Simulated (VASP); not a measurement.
AlN:

```
Al N
1.0
     0.00000    2.01887    2.01887
     2.01887    0.00000    2.01887
     2.01887    2.01887    0.00000
Al N
1 1
Direct
  0.00000 0.00000 0.00000
  0.50000 0.50000 0.50000
```

Program: VASP 6.6.1. Alike in all runs: task single point; no spin polarisation; cell as given; k mesh 6 × 6 × 6; cutoff (eV) 520; smearing gaussian 0.01 eV. Hardware: 1 thread of Intel Xeon 6975P-C, with other jobs on the host.

Q: Order these runs on this cell by their wall time, lowest first.
A. level HSE06; potentials or basis VASP PAW PBE potentials, release 64 (Al, N); grid for exact exchange (PRECFOCK) Normal; screening parameter 0.2079 1/Å
B. level r2SCAN; potentials or basis VASP PAW PBE potentials, release 64 (Al, N)
C. level LDA; potentials or basis VASP PAW LDA potentials, release 64 (Al, N)

A: C (2.7 s), B (13 s), A (150 s).

Caveats: all runs use coarse meshes.
